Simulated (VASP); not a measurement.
# B10Pt (P-62m) in VASP: notebook

B10Pt is run at these levels: PBE; tasks: single point.

Everything below comes from runs of VASP 6.6.1. Logs are shortened: lines on timing, memory, paths and dates and some standing lists are left out, and cuts for length are marked.

## (1) The cell of the first run

It takes space group P-62m (No. 189, hexagonal). The conventional cell has a = 6.506 Å, b = 6.506 Å, c = 3.104 Å, α = 90.00°, β = 90.00°, γ = 120.00°. Within 2.1 Å of B (site symmetry -6) lie 5 B at 1.55 to 1.68 Å. Within 2.3 Å of B (site symmetry m) lie 4 B at 1.66 to 2.29 Å and 1 Pt at 2.11 Å. B (site symmetry -6) has 2 B at 1.55 Å within 2.1 Å. Pt (site symmetry -62m) has 6 B at 2.11 Å within 2.8 Å.

The cell was built from a structure type or drawn by symmetry, and may not be a known phase.

## (2) Single point, PBE

Input file INCAR:

```
PREC     = Accurate       # precision mode
ENCUT    = 520            # plane-wave cutoff, eV
EDIFF    = 1E-6           # SCF threshold, eV
ISMEAR   = 0              # smearing method
SIGMA    = 0.1            # smearing width, eV
LREAL    = F              # projectors in reciprocal space
LASPH    = T              # aspherical terms in the spheres
NELM     = 100            # most SCF steps
ALGO     = Normal         # electronic algorithm
ISIF     = 2              # what is computed and relaxed
LWAVE    = F              # write WAVECAR
LCHARG   = F              # write CHGCAR
GGA      = PE             # functional
NBANDS   = 31             # bands
```

Input file KPOINTS:

```
Automatic mesh
0
Gamma
  6 6 4
```

Input file POSCAR:

```
B10Pt
1.0
    6.5063413278      0.0000000000      0.0000000000
   -3.2531706639      5.6346568756      0.0000000000
    0.0000000000      0.0000000000      3.1039311259
B Pt
10 1
Direct
    0.3333333333      0.6666666667      0.5000000000
    0.6666666667      0.3333333333      0.5000000000
    0.3718275520      0.1472204068      0.5000000000
    0.8527795932      0.2246071452      0.5000000000
    0.7753928548      0.6281724480      0.5000000000
    0.1472204068      0.3718275520      0.5000000000
    0.2246071452      0.8527795932      0.5000000000
    0.6281724480      0.7753928548      0.5000000000
    0.3333333333      0.6666666667      0.0000000000
    0.6666666667      0.3333333333      0.0000000000
    0.0000000000      0.0000000000      0.5000000000
```

Potentials or basis: VASP PAW PBE potentials, release 64 (B, Pt).

Started as:

```console
cat potpaw_PBE.64/B/POTCAR potpaw_PBE.64/Pt/POTCAR > POTCAR
mpirun -np 1 vasp_std > vasp.out
```

OUTCAR:

```text
PREC = Accurate
   ENCUT = 520
   EDIFF = 1E-6
   ISMEAR = 0
   LREAL = F
   LASPH = T
   NELM = 100
   ISIF = 2
   GGA = PE

 ion  position               nearest neighbor table
   1  0.333  0.667  0.500-   9 1.55   9 1.55   7 1.68   6 1.68   8 1.68
   2  0.667  0.333  0.500-  10 1.55  10 1.55   4 1.68   3 1.68   5 1.68
   3  0.372  0.147  0.500-   7 1.66   2 1.68  11 2.11
   4  0.853  0.225  0.500-   6 1.66   2 1.68  11 2.11
   5  0.775  0.628  0.500-   8 1.66   2 1.68  11 2.11
   6  0.147  0.372  0.500-   4 1.66   1 1.68  11 2.11
   7  0.225  0.853  0.500-   3 1.66   1 1.68  11 2.11
   8  0.628  0.775  0.500-   5 1.66   1 1.68  11 2.11
   9  0.333  0.667  0.000-   1 1.55   1 1.55
  10  0.667  0.333  0.000-   2 1.55   2 1.55
  11  0.000  0.000  0.500-   3 2.11   7 2.11   4 2.11   8 2.11   5 2.11   6 2.11

  LATTYP: Found a hexagonal cell.
 ALAT       =     6.5063413278
 C/A-ratio  =     0.4770624487

  Lattice vectors:

 A1 = (   6.5063413278,   0.0000000000,   0.0000000000)
 A2 = (  -3.2531706639,   5.6346568756,   0.0000000000)
 A3 = (   0.0000000000,   0.0000000000,   3.1039311259)

Analysis of symmetry for initial positions (statically):
=====================================================================
 Subroutine PRICEL returns:
 Original cell was already a primitive cell.

 Routine SETGRP: Setting up the symmetry group for a
 hexagonal supercell.

 Subroutine GETGRP returns: Found 12 space group operations
 (whereof 12 operations were pure point group operations)
 out of a pool of 24 trial point group operations.

The static configuration has the point symmetry D_3h.

Analysis of symmetry for dynamics (positions and initial velocities):
=====================================================================
 Subroutine PRICEL returns:
 Original cell was already a primitive cell.

 Routine SETGRP: Setting up the symmetry group for a
 hexagonal supercell.

 Subroutine GETGRP returns: Found 12 space group operations
 (whereof 12 operations were pure point group operations)
 out of a pool of 24 trial point group operations.

The dynamic configuration has the point symmetry D_3h.

 Subroutine INISYM returns: Found 12 space group operations
 (whereof 12 operations are pure point group operations),
 and found     1 'primitive' translations

----------------------------------------------------------------------------------------

                                     Primitive cell

  volume of cell :     113.7932

  direct lattice vectors                    reciprocal lattice vectors
     6.506341328  0.000000000  0.000000000     0.153696210  0.088736548  0.000000000
    -3.253170664  5.634656876  0.000000000     0.000000000  0.177473096  0.000000000
     0.000000000  0.000000000  3.103931126     0.000000000  0.000000000  0.322172097

  length of vectors
     6.506341328  6.506341328  3.103931126     0.177473096  0.177473096  0.322172097

  position of ions in fractional coordinates (direct lattice)
     0.333333333  0.666666667  0.500000000
     0.666666667  0.333333333  0.500000000
     0.371827552  0.147220407  0.500000000
     0.852779593  0.224607145  0.500000000
     0.775392855  0.628172448  0.500000000
     0.147220407  0.371827552  0.500000000
     0.224607145  0.852779593  0.500000000
     0.628172448  0.775392855  0.500000000
     0.333333333  0.666666667  0.000000000
     0.666666667  0.333333333  0.000000000
     0.000000000  0.000000000  0.500000000

  ion indices of the primitive-cell ions
   primitive index   ion index
                 1           1
                 2           2
                 3           3
                 4           4
                 5           5
                 6           6
                 7           7
                 8           8
                 9           9
                10          10
                11          11

----------------------------------------------------------------------------------------

 KPOINTS: Automatic mesh

Automatic generation of k-mesh.
 Grid dimensions read from file:
 generate k-points for:    6    6    4

 Generating k-lattice:

  Cartesian coordinates                     Fractional coordinates (reciprocal lattice)
     0.025616035  0.014789425  0.000000000     0.166666667  0.000000000  0.000000000
     0.000000000  0.029578849  0.000000000     0.000000000  0.166666667  0.000000000
     0.000000000  0.000000000  0.080543024     0.000000000  0.000000000  0.250000000

  Length of vectors
     0.029578849  0.029578849  0.080543024

  Shift w.r.t. Gamma in fractional coordinates (k-lattice)
     0.000000000  0.000000000  0.000000000

 Subroutine IBZKPT returns following result:
 ===========================================

 Found     21 irreducible k-points:

 Following reciprocal coordinates:
            Coordinates               Weight
  0.000000  0.000000  0.000000      1.000000
  0.166667 -0.000000  0.000000      6.000000
  0.333333  0.000000  0.000000      6.000000
  0.500000  0.000000  0.000000      3.000000
  0.166667  0.166667  0.000000      6.000000
  0.333333  0.166667  0.000000     12.000000
[... 13 lines left out ...]
  0.333333  0.166667  0.500000     12.000000
  0.333333  0.333333  0.500000      2.000000
   k-points           NKPTS =     21   k-points in BZ     NKDIM =     21   number of bands    NBANDS=     31
   number of dos      NEDOS =    301   number of ions     NIONS =     11
   total plane-waves  NPLWV =  55296
   dimension x,y,z NGX =    48 NGY =   48 NGZ =   24
   dimension x,y,z NGXF=    96 NGYF=   96 NGZF=   48
   ions per type =              10   1
   NGX,Y,Z   is equivalent  to a cutoff of  12.26, 12.26, 12.85 a.u.
   NGXF,Y,Z  is equivalent  to a cutoff of  24.53, 24.53, 25.71 a.u.
 SYSTEM =  unknown system
   PREC   = accura    normal or accurate (medium, high low for compatibility)
   ISTART =      0    job   : 0-new  1-cont  2-samecut
   ICHARG =      2    charge: 1-file 2-atom 10-const
   ISPIN  =      1    spin polarized calculation?
   LNONCOLLINEAR =      F non collinear calculations
   LSORBIT =      F    spin-orbit coupling
   LASPH  =      T    aspherical Exc in radial PAW
   ENCUT  =  520.0 eV  38.22 Ry    6.18 a.u.  12.10 12.10  5.77*2*pi/ulx,y,z
   NELM   =    100;   NELMIN=  2; NELMDL= -5     # of ELM steps
   EDIFF  = 0.1E-05   stopping-criterion for ELM
   LREAL  =      F    real-space projection
   EDIFFG = 0.1E-04   stopping-criterion for IOM
   NSW    =      0    number of steps for IOM
   IBRION =     -1    ionic relax: 0-MD 1-quasi-New 2-CG
   NFREE  =      0    steps in history (QN), initial steepest desc. (CG)
   ISIF   =      2    stress and relaxation
   ISYM   =      2    0-nonsym 1-usesym 2-fastsym
   POTIM  = 0.5000    time-step for ionic-motion
   TEBEG  =    0.0;   TEEND  =   0.0 temperature during run
   PSTRESS=    0.0 pullay stress
   NELECT =      40.0000    total number of electrons
   NUPDOWN=      -1.0000    fix difference up-down
   EMIN   =  10.00;   EMAX   =-10.00  energy-range for DOS
   EFERMI =   0.00;   METHOD = LEGACY
   ISMEAR =     0;   SIGMA  =   0.10  broadening in eV -4-tet -1-fermi 0-gaus
   EFERMI_NEDOS =   21; number of points for ismear=-14 and -15
   IALGO  =     38    algorithm
   IMIX   =      4    mixing-type and parameters
     AMIX     =   0.40;   BMIX     =  1.00
     AMIX_MAG =   1.60;   BMIX_MAG =  1.00
  volume/ion in A,a.u.               =      10.34        69.81
  Fermi-wavevector in a.u.,A,eV,Ry     =   1.155374  2.183341 18.162277  1.334890
  Thomas-Fermi vector in A             =   2.292003
   LORBIT       =      0    0 simple, 1 ext, 2 COOP (PROOUT), +10 PAW based schemes
   GGA     = PE    functional components
   LHFCALC =     F    Hartree Fock is set to
   AEXX    =    0.0000 exact exchange contribution
   IVDW    =     0    specifies the selected vdW correction
   LEPSILON=     F    determine dielectric tensor
   LRPA    =     F    only Hartree local field effects (RPA)
 non-spin polarized calculation
 Gauss-broadening in eV      SIGMA  =   0.10
  energy-cutoff  :      520.00
  volume of cell :      113.79
 maximum number of plane-waves:      3092
   NGX = 25   NGY = 25   NGZ = 11

 number of electron      39.9999999 magnetization

 Free energy of the ion-electron system (eV)
  ---------------------------------------------------
  ext. energy  EPLUGINS =         0.00000000
  ---------------------------------------------------
  free energy    TOTEN  =       -63.91996258 eV

  energy without entropy =      -63.88812476  energy(sigma->0) =      -63.90404367

 E-fermi :   4.7426     XC(G=0): -10.6178

 val. band max:        4.7241497836   @ k =   0.5000   0.0000   0.5000
 cond. band min:       4.7555851776   @ k =   0.1667   0.1667   0.2500
 fundamental gap:      0.0314353940
 Fermi energy:         4.7425690845

 k-point     1 :       0.0000    0.0000    0.0000
  band No.  band energies     occupation
      1      -8.9897      2.00000
      2      -7.5587      2.00000
      3      -5.0539      2.00000
      4      -5.0539      2.00000
      5      -4.8948      2.00000
      6      -3.1878      2.00000
[... 23 lines left out ...]
     30       9.8874      0.00000
     31       9.9768      0.00000

 k-point     2 :       0.1667   -0.0000    0.0000
  band No.  band energies     occupation
      1      -8.9109      2.00000
      2      -7.6725      2.00000
      3      -5.5276      2.00000
      4      -4.9736      2.00000
      5      -4.5955      2.00000
      6      -3.0910      2.00000
[... 23 lines left out ...]
     30      10.0580      0.00000
     31      10.0686      0.00000

 k-point     3 :       0.3333    0.0000    0.0000
  band No.  band energies     occupation
      1      -8.6951      2.00000
      2      -7.9400      2.00000
      3      -6.0192      2.00000
      4      -4.9273      2.00000
      5      -4.1716      2.00000
      6      -2.8511      2.00000
[... 23 lines left out ...]
     30      10.2632      0.00000
     31      10.5933      0.00000

 k-point     4 :       0.5000    0.0000    0.0000
  band No.  band energies     occupation
      1      -8.4888      2.00000
      2      -8.1658      2.00000
      3      -6.2096      2.00000
      4      -4.9288      2.00000
      5      -3.9168      2.00000
      6      -2.5716      2.00000
[... 23 lines left out ...]
     30      10.3688      0.00000
     31      10.8904      0.00000

 k-point     5 :       0.1667    0.1667    0.0000
  band No.  band energies     occupation
      1      -8.7628      2.00000
      2      -7.8551      2.00000
      3      -5.9693      2.00000
      4      -4.7639      2.00000
      5      -4.4068      2.00000
      6      -2.8918      2.00000
[... 23 lines left out ...]
     30      10.2616      0.00000
     31      10.3521      0.00000
[... 440 lines left out ...]
     30      10.1873      0.00000
     31      10.4552      0.00000

 k-point    19 :       0.1667    0.1667    0.5000
  band No.  band energies     occupation
      1      -7.0108      2.00000
      2      -6.1693      2.00000
      3      -4.7948      2.00000
      4      -4.7261      2.00000
      5      -4.1445      2.00000
      6      -3.5100      2.00000
[... 23 lines left out ...]
     30      10.1033      0.00000
     31      10.5176      0.00000

 k-point    20 :       0.3333    0.1667    0.5000
  band No.  band energies     occupation
      1      -6.7657      2.00000
      2      -6.4040      2.00000
      3      -5.1101      2.00000
      4      -4.6017      2.00000
      5      -4.3007      2.00000
      6      -3.3749      2.00000
[... 23 lines left out ...]
     30      10.1300      0.00000
     31      10.2810      0.00000

 k-point    21 :       0.3333    0.3333    0.5000
  band No.  band energies     occupation
      1      -6.5657      2.00000
      2      -6.5657      2.00000
      3      -5.2756      2.00000
      4      -4.4579      2.00000
      5      -4.4579      2.00000
      6      -3.1665      2.00000
[... 23 lines left out ...]
     30      10.0072      0.00000
     31      10.0072      0.00000

------------------------ aborting loop because EDIFF is reached ----------------------------------------

  FORCE on cell =-STRESS in cart. coord.  units (eV):
  Direction    XX          YY          ZZ          XY          YZ          ZX
  --------------------------------------------------------------------------------------
  -------------------------------------------------------------------------------------
  Total        0.1282044      0.1282044     -0.1101666      0.0000000      0.0000000      0.0000000
  in kB        1.8050827      1.8050827     -1.5511149      0.0000000      0.0000000      0.0000000
  external PRESSURE =       0.6863502 kB  Pullay stress =       0.0000000 kB

 VOLUME and BASIS-vectors are now :
 -----------------------------------------------------------------------------
  energy-cutoff  :      520.00
  volume of cell :      113.79
      direct lattice vectors                 reciprocal lattice vectors
     6.506341328  0.000000000  0.000000000     0.153696210  0.088736548  0.000000000
    -3.253170664  5.634656876  0.000000000     0.000000000  0.177473096  0.000000000
     0.000000000  0.000000000  3.103931126     0.000000000  0.000000000  0.322172097

 POSITION                                       TOTAL-FORCE (eV/Angst)
 -----------------------------------------------------------------------------------
     -0.00000      3.75644      1.55197         0.000000      0.000000      0.000000
      3.25317      1.87822      1.55197         0.000000      0.000000      0.000000
      1.94030      0.82954      1.55197        -0.014194      0.008736     -0.000000
      4.81779      1.26558      1.55197        -0.000469     -0.016661     -0.000000
      3.00142      3.53954      1.55197         0.014663      0.007925      0.000000
     -0.25175      2.09512      1.55197         0.014663     -0.007925      0.000000
     -1.31287      4.80512      1.55197        -0.014194     -0.008736      0.000000
      1.56462      4.36907      1.55197        -0.000469      0.016661      0.000000
     -0.00000      3.75644      0.00000         0.000000      0.000000      0.000000
      3.25317      1.87822      0.00000         0.000000      0.000000      0.000000
      0.00000      0.00000      1.55197         0.000000      0.000000      0.000000
 -----------------------------------------------------------------------------------
    total drift:                                0.000000      0.000001      0.000000

  FREE ENERGIE OF THE ION-ELECTRON SYSTEM (eV)
  ---------------------------------------------------
  free  energy   TOTEN  =       -63.9199625842 eV

  energy  without entropy=      -63.8881247642  energy(sigma->0) =      -63.90404367
```

Wall time 2 min (1 thread of Intel Xeon 8259CL, shared host); peak memory 0.25 GiB.

Results:

```
Free energy            : -63.9200 eV
Pressure               : 0.1 GPa
Largest force          : 0.017 eV/Å
Band gap on the k mesh : zero (bands 20 and 21 overlap by 3.43 eV)
```

Forces in eV/Å, atoms in the order of the input:
```
B    0.000  0.000  0.000
B    0.000  0.000  0.000
B   -0.014  0.009  0.000
B    0.000 -0.017  0.000
B    0.015  0.008  0.000
B    0.015 -0.008  0.000
B   -0.014 -0.009  0.000
B    0.000  0.017  0.000
B    0.000  0.000  0.000
B    0.000  0.000  0.000
Pt   0.000  0.000  0.000
```

Levels at points of the mesh, in eV from the Fermi level:
```
           k point  band 16  band 17  band 18  band 19  band 20  band 21  band 22  band 23  band 24  band 25
(0.00, 0.00, 0.00)    -3.35    -2.20    -0.03    -0.03     2.06     2.53     2.69     2.69     2.82     4.22
(0.50, 0.00, 0.00)    -3.21    -2.09    -1.26    -0.25     1.28     2.58     2.90     3.10     3.44     3.49
(0.00, 0.00, 0.50)    -2.79    -2.79    -1.85    -1.84    -1.36    -1.36    -0.09     0.94     0.94     3.95
(0.50, 0.00, 0.50)    -3.40    -2.23    -1.79    -1.32    -1.28    -0.53    -0.02     0.55     1.36     2.47
```

Caveat: the k points lie up to 0.51 Å⁻¹ apart, too coarse for converged energies and pressures of a metal; spin-orbit coupling is left out, which moves the levels of the heavy elements.

## (3) Single point, PBE

This run uses another cell than the first one, of 10.26 Å³/atom.

Input file INCAR:

```
SYSTEM = B10Pt
ALGO = Normal
EDIFF = 1E-6
ENCUT = 520
GGA = PE
ISIF = 2
ISMEAR = 0
LASPH = .True.
LCHARG = .False.
LREAL = .False.
LWAVE = .False.
NBANDS = 31
NELM = 60
PREC = Accurate
SIGMA = 0.1
```

Input file KPOINTS:

```
k-points
0
Gamma
  6 6 12
  0 0 0
```

Input file POSCAR:

```
B10Pt
1.0
    6.4913272527      0.0000000000      0.0000000000
   -3.2456636263      5.6216543051      0.0000000000
    0.0000000000      0.0000000000      3.0918253768
B Pt
10 1
Direct
    0.3333333333      0.6666666667      0.5000000000
    0.6666666667      0.3333333333      0.5000000000
    0.3721925074      0.1499585849      0.5000000000
    0.8500414151      0.2222339225      0.5000000000
    0.7777660775      0.6278074926      0.5000000000
    0.1499585849      0.3721925074      0.5000000000
    0.2222339225      0.8500414151      0.5000000000
    0.6278074926      0.7777660775      0.5000000000
    0.3333333333      0.6666666667      0.0000000000
    0.6666666667      0.3333333333      0.0000000000
    0.0000000000      0.0000000000      0.5000000000
```

Potentials or basis: VASP PAW PBE potentials, release 64 (B, Pt).

Started as:

```console
cat potpaw_PBE.64/B/POTCAR potpaw_PBE.64/Pt/POTCAR > POTCAR
mpirun -np 1 vasp_std > vasp.out
```

Wall time 4.7 min (1 thread of Intel Xeon 8259CL, shared host); peak memory 0.31 GiB.

Results (log left out):

| Quantity | Value |
| --- | --- |
| Free energy | -64.1586 eV |
| Pressure | -0.1 GPa |
| Largest force | 0.004 eV/Å |
| Band gap on the k mesh | zero (bands 20 and 21 overlap by 3.56 eV) |

Forces on the atoms (eV/Å):
```
B    0.000  0.000  0.000
B    0.000  0.000  0.000
B   -0.003  0.003  0.000
B   -0.001 -0.004  0.000
B    0.004  0.002  0.000
B    0.004 -0.002  0.000
B   -0.003 -0.003  0.000
B   -0.001  0.004  0.000
B    0.000  0.000  0.000
B    0.000  0.000  0.000
Pt   0.000  0.000  0.000
```

Stress tensor (GPa, compression positive):
```
-0.02  0.00  0.00
 0.00 -0.02  0.00
 0.00  0.00 -0.17
```

Levels at points of the mesh, in eV from the Fermi level:
| k point | band 18 | band 19 | band 20 | band 21 | band 22 | band 23 |
| --- | --- | --- | --- | --- | --- | --- |
| (0.00, 0.00, 0.00) | 0.03 | 0.03 | 2.17 | 2.62 | 2.80 | 2.80 |
| (0.50, 0.00, 0.00) | -1.23 | -0.20 | 1.35 | 2.67 | 3.00 | 3.26 |
| (0.00, 0.00, 0.50) | -1.83 | -1.79 | -1.36 | -1.36 | -0.11 | 1.01 |
| (0.50, 0.00, 0.50) | -1.76 | -1.30 | -1.27 | -0.51 | -0.01 | 0.61 |

Caveat: spin-orbit coupling is left out, which moves the levels of the heavy elements.
